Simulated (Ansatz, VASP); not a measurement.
**One calculation of SiC, two programs**

File INCAR:

```
PREC     = Accurate       # precision mode
ENCUT    = 600            # plane-wave cutoff, eV
EDIFF    = 1E-7           # SCF threshold, eV
ISMEAR   = 0              # smearing method
SIGMA    = 0.1            # smearing width, eV
LREAL    = F              # projectors in reciprocal space
LASPH    = T              # aspherical terms in the spheres
NELM     = 60             # most SCF steps
ALGO     = Normal         # electronic algorithm
ISIF     = 3              # what is computed and relaxed
LWAVE    = F              # write WAVECAR
LCHARG   = F              # write CHGCAR
GGA      = CA             # functional
IBRION   = 2              # ionic algorithm
NSW      = 100            # ionic steps
EDIFFG   = -0.05          # ionic threshold
```

File KPOINTS:

```
Automatic mesh
0
Gamma
  8 8 2
```

POSCAR

```
SiC
1.0
    1.5389000000     -2.6675000000      0.0000000000
    1.5389000000      2.6675000000      0.0000000000
    0.0000000000      0.0000000000     15.1219000000
Si C
6 6
Direct
    0.1673000000      0.8327000000      0.8580000000
    0.8327000000      0.1673000000      0.3580000000
    0.5007000000      0.4993000000      0.5241000000
    0.4993000000      0.5007000000      0.0241000000
    0.8357000000      0.1643000000      0.6912400000
    0.1643000000      0.8357000000      0.1912400000
    0.4960000000      0.5040000000      0.6503000000
    0.5040000000      0.4960000000      0.1503000000
    0.1600000000      0.8400000000      0.9817000000
    0.8400000000      0.1600000000      0.4817000000
    0.8290000000      0.1710000000      0.8168000000
    0.1710000000      0.8290000000      0.3168000000
```

Input for Ansatz:

```yaml
crystal:
  lattice:
    - [1.5389, -2.6675, 0.0]
    - [1.5389, 2.6675, 0.0]
    - [0.0, 0.0, 15.1219]
  atoms:
    - { symbol: Si, position: [0.1673, 0.8327, 0.858] }
    - { symbol: Si, position: [0.8327, 0.1673, 0.358] }
    - { symbol: Si, position: [0.5007, 0.4993, 0.5241] }
    - { symbol: Si, position: [0.4993, 0.5007, 0.0241] }
    - { symbol: Si, position: [0.8357, 0.1643, 0.69124] }
    - { symbol: Si, position: [0.1643, 0.8357, 0.19124] }
    - { symbol: C, position: [0.496, 0.504, 0.6503] }
    - { symbol: C, position: [0.504, 0.496, 0.1503] }
    - { symbol: C, position: [0.16, 0.84, 0.9817] }
    - { symbol: C, position: [0.84, 0.16, 0.4817] }
    - { symbol: C, position: [0.829, 0.171, 0.8168] }
    - { symbol: C, position: [0.171, 0.829, 0.3168] }
basis:
  ecutwfc: 420
kpoints:
  mp_grid: { grid: [8, 8, 2] }
hamiltonian:
  xc: lda
  pseudopotentials: { kind: paw }
scf:
  occupations: { method: gaussian, width: 0.1 }
output:
  forces: true
  stress: true
  eigenvalues: true
relax:
  adjacent_minimum: "off"
  f_tol: 0.05
  max_steps: 80
  cell: { stress_tol: 0.5 }
```

Alike in both runs: task relaxation of cell and atoms; functional LDA; k mesh 8 × 8 × 2; occupations gaussian, width 0.1 eV; no spin polarisation.

|  | VASP | Ansatz |
| --- | --- | --- |
| version | VASP 6.6.1 | Ansatz 0.2.0 |
| potentials or method | VASP PAW LDA potentials, release 64 (Si, C), cutoff 600 eV | scalar-relativistic, plane waves, PAW |
| valence electrons in the cell | 48 | 48 |

```tsv
	VASP	Ansatz	Ansatz less VASP
gap on the k mesh at the Fermi level, each at its own relaxed structure (eV)	1.95	1.97	+0.022
relaxed volume (Å³/atom)	10.15	10.14	-0.010
relaxed cell length with the largest relative difference (Å)	3.062	3.060	-0.0019
```

LDA's correlation is that of Perdew and Zunger in VASP and of Perdew and Wang (1992) in Ansatz.
